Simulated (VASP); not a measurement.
**Ag: electric field gradients with LDA**

The system is Ag.

```
CELL_PARAMETERS angstrom
2.94392 0.00000 0.00000
-1.47196 2.54951 0.00000
0.00000 0.00000 10.00000
ATOMIC_POSITIONS crystal
Ag 0.33333 0.66667 0.25000
Ag 0.66667 0.33333 0.75000
Ag 0.00000 0.00000 0.00000
Ag 0.00000 0.00000 0.50000
```

This cell differs from its parent crystal: equal xx and yy strain of +2 %.

```
Program                : VASP 6.6.1
Task                   : electric field gradients
Functional             : LDA
Potentials or basis    : VASP PAW LDA potentials, release 64 (Ag)
Cutoff                 : 520 eV
k mesh                 : 14 × 14 × 4
Occupations            : fermi-dirac, width 0.08 eV
Spin                   : no spin polarisation
Dipole correction      : no
Further INCAR settings : ALGO = Normal; EDIFF = 1e-08; NBANDS = 30
```

```yaml
Pressure: -13.6 GPa
Band_gap_on_the_k_mesh: zero (bands 22 and 23 overlap by 5.81 eV)
Largest_electric_field_gradient_by_atom: Ag +7.7, +6.8 (each value once) V/Å²
```

Stress tensor (GPa, compression positive):
```
-12.87   0.00   0.00
  0.00 -12.87   0.00
  0.00   0.00 -14.91
```

Levels at points of the mesh, in eV from the Fermi level:
```csv
k point,band 20,band 21,band 22,band 23,band 24,band 25
"(0.00, 0.00, 0.00)",-3.21,-3.21,-2.90,-2.90,-0.38,2.61
"(0.50, 0.00, 0.00)",-2.66,0.10,0.91,1.06,1.57,3.93
"(0.00, 0.00, 0.50)",-3.02,-3.02,-3.02,-2.35,-2.35,5.35
"(0.50, 0.00, 0.50)",-2.67,0.43,0.43,1.43,1.43,4.34
```

Electric field gradients, principal values (V/Å²):
```tsv
atom	least	middle	greatest (by size)
1 Ag	-3.830	-3.832	7.662
2 Ag	-3.830	-3.832	7.662
3 Ag	-3.407	-3.409	6.816
4 Ag	-3.407	-3.409	6.816
```

Run time: 120 s on 1 thread of Intel(R) Xeon(R) Platinum 8488C (Sapphire Rapids) (shared host), peak memory 0.25 GiB.

Caveat: the cell differs from its parent crystal (equal xx and yy strain of +2 %); the cell stands under tension; without QUAD_EFG the Cq values of the log hold for a quadrupole moment of 1 mb, not for the nuclei.
